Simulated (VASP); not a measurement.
# InP (F-43m) in VASP: notebook

InP is run at these levels: PBE, r2SCAN; tasks: single point.

Program: VASP 6.6.1. These are calculated values, not measurements. Logs are shortened: lines on timing, memory, paths and dates and some standing lists are left out, and cuts for length are marked.

**1. The cell of the first run**

The structure is cubic, space group F-43m (No. 216). Conventional cell: a = 5.908 Å, b = 5.908 Å, c = 5.908 Å, α = 90.00°, β = 90.00°, γ = 90.00°. In (site symmetry -43m) has 4 P at 2.56 Å within 3.4 Å. P (site symmetry -43m) has 4 In at 2.56 Å within 3.4 Å.

**2. Single point, PBE**

Contents of INCAR:

```
SYSTEM = InP
  ALGO = Normal
  EDIFF = 1E-7
  ENCUT = 520
  GGA = PE
  ISIF = 2
  ISMEAR = 0
  LASPH = .True.
  LCHARG = .False.
  LREAL = .False.
  LWAVE = .False.
  NBANDS = 16
  NELM = 100
  PREC = Accurate
  SIGMA = 0.01
```

Contents of KPOINTS:

```
k-points
0
Gamma
  6 6 6
  0 0 0
```

Contents of POSCAR:

```
InP
1.0
    0.0000000000      2.9538002896      2.9538002896
    2.9538002896      0.0000000000      2.9538002896
    2.9538002896      2.9538002896      0.0000000000
In P
1 1
Direct
    0.0000000000      0.0000000000      0.0000000000
    0.2500000000      0.2500000000      0.2500000000
```

Potentials or basis: VASP PAW PBE potentials, release 64 (In_d, P).

The run is started by

```
$ cat potpaw_PBE.64/In_d/POTCAR potpaw_PBE.64/P/POTCAR > POTCAR
$ mpirun -np 1 vasp_std > vasp.out
```

OUTCAR:

```text
SYSTEM = InP
   EDIFF = 1E-7
   ENCUT = 520
   GGA = PE
   ISIF = 2
   ISMEAR = 0
   LASPH = .True.
   LREAL = .False.
   NELM = 100
   PREC = Accurate

 ion  position               nearest neighbor table
   1  0.000  0.000  0.000-   2 2.56   2 2.56   2 2.56   2 2.56
   2  0.250  0.250  0.250-   1 2.56   1 2.56   1 2.56   1 2.56

  LATTYP: Found a face centered cubic cell.
 ALAT       =     5.9076005792

  Lattice vectors:

 A1 = (   0.0000000000,   2.9538002896,   2.9538002896)
 A2 = (   2.9538002896,   0.0000000000,   2.9538002896)
 A3 = (   2.9538002896,   2.9538002896,   0.0000000000)

Analysis of symmetry for initial positions (statically):
=====================================================================
 Subroutine PRICEL returns:
 Original cell was already a primitive cell.

 Routine SETGRP: Setting up the symmetry group for a
 face centered cubic supercell.

 Subroutine GETGRP returns: Found 24 space group operations
 (whereof 24 operations were pure point group operations)
 out of a pool of 48 trial point group operations.

The static configuration has the point symmetry T_d .

Analysis of symmetry for dynamics (positions and initial velocities):
=====================================================================
 Subroutine PRICEL returns:
 Original cell was already a primitive cell.

 Routine SETGRP: Setting up the symmetry group for a
 face centered cubic supercell.

 Subroutine GETGRP returns: Found 24 space group operations
 (whereof 24 operations were pure point group operations)
 out of a pool of 48 trial point group operations.

The dynamic configuration has the point symmetry T_d .

 Subroutine INISYM returns: Found 24 space group operations
 (whereof 24 operations are pure point group operations),
 and found     1 'primitive' translations

----------------------------------------------------------------------------------------

                                     Primitive cell

  volume of cell :      51.5434

  direct lattice vectors                    reciprocal lattice vectors
     0.000000000  2.953800290  2.953800290    -0.169273462  0.169273462  0.169273462
     2.953800290  0.000000000  2.953800290     0.169273462 -0.169273462  0.169273462
     2.953800290  2.953800290  0.000000000     0.169273462  0.169273462 -0.169273462

  length of vectors
     4.177304430  4.177304430  4.177304430     0.293190236  0.293190236  0.293190236

[... 70 lines left out ...]
   NELM   =    100;   NELMIN=  2; NELMDL= -5     # of ELM steps
   EDIFF  = 0.1E-06   stopping-criterion for ELM
   LREAL  =      F    real-space projection
   EDIFFG = 0.1E-05   stopping-criterion for IOM
   NSW    =      0    number of steps for IOM
   IBRION =     -1    ionic relax: 0-MD 1-quasi-New 2-CG
   NFREE  =      0    steps in history (QN), initial steepest desc. (CG)
   ISIF   =      2    stress and relaxation
   ISYM   =      2    0-nonsym 1-usesym 2-fastsym
   POTIM  = 0.5000    time-step for ionic-motion
   TEBEG  =    0.0;   TEEND  =   0.0 temperature during run
   PSTRESS=    0.0 pullay stress
   NELECT =      18.0000    total number of electrons
   NUPDOWN=      -1.0000    fix difference up-down
   EMIN   =  10.00;   EMAX   =-10.00  energy-range for DOS
   EFERMI =   0.00;   METHOD = LEGACY
   ISMEAR =     0;   SIGMA  =   0.01  broadening in eV -4-tet -1-fermi 0-gaus
   EFERMI_NEDOS =   21; number of points for ismear=-14 and -15
   IALGO  =     38    algorithm
   IMIX   =      4    mixing-type and parameters
     AMIX     =   0.40;   BMIX     =  1.00
     AMIX_MAG =   1.60;   BMIX_MAG =  1.00
  volume/ion in A,a.u.               =      25.77       173.92
  Fermi-wavevector in a.u.,A,eV,Ry     =   1.152855  2.178579 18.083146  1.329074
  Thomas-Fermi vector in A             =   2.289503
   LORBIT       =      0    0 simple, 1 ext, 2 COOP (PROOUT), +10 PAW based schemes
   GGA     = PE    functional components
   LHFCALC =     F    Hartree Fock is set to
   AEXX    =    0.0000 exact exchange contribution
   IVDW    =     0    specifies the selected vdW correction
   LEPSILON=     F    determine dielectric tensor
   LRPA    =     F    only Hartree local field effects (RPA)
 non-spin polarized calculation
 Gauss-broadening in eV      SIGMA  =   0.01
  energy-cutoff  :      520.00
  volume of cell :       51.54
 maximum number of plane-waves:      1411
   NGX = 15   NGY = 15   NGZ = 15

 number of electron      18.0000009 magnetization

 Free energy of the ion-electron system (eV)
  ---------------------------------------------------
  ext. energy  EPLUGINS =         0.00000000
  ---------------------------------------------------
  free energy    TOTEN  =        -8.38870459 eV

  energy without entropy =       -8.38870459  energy(sigma->0) =       -8.38870459

 E-fermi :   5.0111     XC(G=0):  -9.1750

 val. band max:        4.9390035248   @ k =   0.0000   0.0000   0.0000
 cond. band min:       5.5191250716   @ k =   0.0000   0.0000   0.0000
 fundamental gap:      0.5801215468
 Fermi energy:         5.0110803072

 k-point     1 :       0.0000    0.0000    0.0000
  band No.  band energies     occupation
      1      -9.2094      2.00000
      2      -9.2094      2.00000
      3      -9.2094      2.00000
      4      -9.0692      2.00000
      5      -9.0692      2.00000
      6      -6.4189      2.00000
[... 281 lines left out ...]
      3      -9.1202      2.00000
      4      -9.0949      2.00000
      5      -9.0490      2.00000
      6      -4.0907      2.00000
[... 8 lines left out ...]
     15      16.1067      0.00000
     16      16.7897      0.00000

------------------------ aborting loop because EDIFF is reached ----------------------------------------

  FORCE on cell =-STRESS in cart. coord.  units (eV):
  Direction    XX          YY          ZZ          XY          YZ          ZX
  --------------------------------------------------------------------------------------
  -------------------------------------------------------------------------------------
  Total        0.5149010      0.5149010      0.5149010     -0.0000000     -0.0000000     -0.0000000
  in kB       16.0051933     16.0051933     16.0051933     -0.0000000     -0.0000000     -0.0000000
  external PRESSURE =      16.0051933 kB  Pullay stress =       0.0000000 kB

 VOLUME and BASIS-vectors are now :
 -----------------------------------------------------------------------------
  energy-cutoff  :      520.00
  volume of cell :       51.54
      direct lattice vectors                 reciprocal lattice vectors
     0.000000000  2.953800290  2.953800290    -0.169273462  0.169273462  0.169273462
     2.953800290  0.000000000  2.953800290     0.169273462 -0.169273462  0.169273462
     2.953800290  2.953800290  0.000000000     0.169273462  0.169273462 -0.169273462

 POSITION                                       TOTAL-FORCE (eV/Angst)
 -----------------------------------------------------------------------------------
      0.00000      0.00000      0.00000        -0.000000     -0.000000      0.000000
      1.47690      1.47690      1.47690         0.000000      0.000000     -0.000000
 -----------------------------------------------------------------------------------
    total drift:                               -0.000000     -0.000000     -0.000000

  FREE ENERGIE OF THE ION-ELECTRON SYSTEM (eV)
  ---------------------------------------------------
  free  energy   TOTEN  =        -8.3887045914 eV

  energy  without entropy=       -8.3887045914  energy(sigma->0) =       -8.38870459
```

stdout:

```text
POSCAR found type information on POSCAR InP
 POSCAR found :  2 types and       2 ions
 scaLAPACK will be used
 LDA part: xc-table for (Slater+PW92), standard interpolation
 POSCAR, INCAR and KPOINTS ok, starting setup
 FFT: planning ... GRIDC
 FFT: planning ... GRID_SOFT
 FFT: planning ... GRID
 WAVECAR not read
 entering main loop
```

Wall time 29 s (1 thread of AMD EPYC 7R13, shared host); peak memory 0.15 GiB.

What came out:

- Free energy: -8.3887 eV
- Pressure: 1.6 GPa
- Band gap on the k mesh: 0.58 eV, direct

Levels at points of the mesh, in eV from the valence-band top:
```tsv
k point	band 6	band 7	band 8	band 9	band 10	band 11	band 12	band 13
(0.00, 0.00, 0.00)	-11.36	0.00	0.00	0.00	0.58	4.09	4.09	4.09
(0.50, 0.00, 0.00)	-9.71	-5.61	-0.94	-0.94	1.44	4.80	4.80	7.05
(0.50, 0.50, 0.00)	-9.08	-5.65	-2.24	-2.24	1.80	2.26	9.07	9.43
```

Caveat: spin-orbit coupling is left out, which moves the levels of the heavy elements. A hybrid or GW would open this gap; PBE tends to underestimate it.

**3. Single point, r2SCAN**

POSCAR is that of step 2.

Contents of INCAR.step1:

```
PREC = Accurate ; ENCUT = 520
ISMEAR = 0 ; SIGMA = 0.01
LREAL = False ; LASPH = True
NELM = 60 ; NBANDS = 16
GGA = PE ; ALGO = Normal
EDIFF = 1E-4 ; LWAVE = True
LCHARG = False
```

Contents of INCAR.step2:

```
PREC = Accurate ; ENCUT = 520
EDIFF = 1E-6 ; ISMEAR = 0
SIGMA = 0.01 ; LREAL = False
LASPH = True ; NELM = 60
ALGO = Normal ; ISIF = 2
LWAVE = False ; LCHARG = False
METAGGA = R2SCAN ; LMIXTAU = True
NBANDS = 16 ; ISTART = 1
```

Contents of KPOINTS:

```
Automatic mesh
0
Gamma
  6 6 6
```

Potentials or basis: VASP PAW PBE potentials, release 64 (In_d, P).

The run is started by

```
$ cat potpaw_PBE.64/In_d/POTCAR potpaw_PBE.64/P/POTCAR > POTCAR
$ cp INCAR.step1 INCAR
$ mpirun -np 1 vasp_std > vasp.out
$ cp INCAR.step2 INCAR
$ mpirun -np 1 vasp_std > vasp.out
```

OUTCAR:

```text
PREC = Accurate
   ENCUT = 520
   EDIFF = 1E-6
   ISMEAR = 0
   LREAL = False
   LASPH = True
   NELM = 60
   ISIF = 2
   METAGGA = R2SCAN
   ISTART = 1

 ion  position               nearest neighbor table
   1  0.000  0.000  0.000-   2 2.56   2 2.56   2 2.56   2 2.56
   2  0.250  0.250  0.250-   1 2.56   1 2.56   1 2.56   1 2.56

  LATTYP: Found a face centered cubic cell.
 ALAT       =     5.9076005792

  Lattice vectors:

 A1 = (   0.0000000000,   2.9538002896,   2.9538002896)
[... 479 lines left out ...]
------------------------ aborting loop because EDIFF is reached ----------------------------------------

  FORCE on cell =-STRESS in cart. coord.  units (eV):
  Direction    XX          YY          ZZ          XY          YZ          ZX
  --------------------------------------------------------------------------------------
  -------------------------------------------------------------------------------------
  Total       -0.0401332     -0.0401332     -0.0401332      0.0000000     -0.0000000      0.0000000
  in kB       -1.2475016     -1.2475016     -1.2475016      0.0000000     -0.0000000      0.0000000
  external PRESSURE =      -1.2475016 kB  Pullay stress =       0.0000000 kB

 VOLUME and BASIS-vectors are now :
 -----------------------------------------------------------------------------
  energy-cutoff  :      520.00
  volume of cell :       51.54
      direct lattice vectors                 reciprocal lattice vectors
     0.000000000  2.953800290  2.953800290    -0.169273462  0.169273462  0.169273462
     2.953800290  0.000000000  2.953800290     0.169273462 -0.169273462  0.169273462
     2.953800290  2.953800290  0.000000000     0.169273462  0.169273462 -0.169273462

 POSITION                                       TOTAL-FORCE (eV/Angst)
 -----------------------------------------------------------------------------------
      0.00000      0.00000      0.00000         0.000000      0.000000      0.000000
      1.47690      1.47690      1.47690        -0.000000     -0.000000     -0.000000
 -----------------------------------------------------------------------------------
    total drift:                               -0.000002     -0.000002     -0.000002

  FREE ENERGIE OF THE ION-ELECTRON SYSTEM (eV)
  ---------------------------------------------------
  free  energy   TOTEN  =       -32.2884022621 eV

  energy  without entropy=      -32.2884022621  energy(sigma->0) =      -32.28840226
```

OUTCAR.step1:

```text
PREC = Accurate
   ENCUT = 520
   ISMEAR = 0
   LREAL = False
   LASPH = True
[... 514 lines left out ...]
      0.00000      0.00000      0.00000        -0.000000     -0.000000     -0.000000
      1.47690      1.47690      1.47690         0.000000      0.000000      0.000000
 -----------------------------------------------------------------------------------
    total drift:                               -0.000000     -0.000000     -0.000000

  FREE ENERGIE OF THE ION-ELECTRON SYSTEM (eV)
  ---------------------------------------------------
  free  energy   TOTEN  =        -8.3887044856 eV

  energy  without entropy=       -8.3887044856  energy(sigma->0) =       -8.38870449
```

It took 1.7 min on 1 thread of AMD EPYC 7R13, shared host; peak memory 0.15 GiB.

Results:

```
Free energy            : -32.2884 eV
Pressure               : -0.1 GPa
Band gap on the k mesh : 1.03 eV, direct
```

Caveat: the PAW data sets were made with another functional, which shifts forces and pressure a little; spin-orbit coupling is left out, which moves the levels of the heavy elements.

(Continued in part 2 of 3.)
